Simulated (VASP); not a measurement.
Here is a VASP 6.6.1 calculation.

File INCAR:

```
SYSTEM = Ti
ALGO = Normal ; EDIFF = 1E-6
ENCUT = 500 ; GGA = PE
GGA_COMPAT = .FALSE. ; ISIF = 2
ISMEAR = -1 ; ISPIN = 2
LASPH = .TRUE. ; LCHARG = .TRUE.
LELF = .TRUE. ; LMAXMIX = 4
LORBIT = 11 ; LREAL = .FALSE.
LVHAR = .TRUE. ; LWAVE = .FALSE.
MAGMOM = 0.77 ; NBANDS = 16
NELM = 200 ; PREC = Accurate
SIGMA = 0.1
```

File KPOINTS:

```
k-points
0
G
  8 8 8
  0 0 0
```

File POSCAR:

```
Ti
1.0
   -1.7170000000      1.7170000000      1.7170000000
    1.7170000000     -1.7170000000      1.7170000000
    1.7170000000      1.7170000000     -1.7170000000
Ti
1
Direct
    0.0000000000      0.0000000000      0.0000000000
```

Potentials or basis: VASP PAW PBE potentials, release 64 (Ti_sv).

Command:

```console
$ cat potpaw_PBE.64/Ti_sv/POTCAR > POTCAR
$ mpirun -np 1 vasp_std > vasp.out
```

(1) What does it give for the net moment?

(2) Predict the pressure.

(3) Predict the band gap on the k mesh.

Answers

(1) 0.00 μB per cell.

(2) -12.6 GPa.

(3) zero (filled and empty bands overlap).
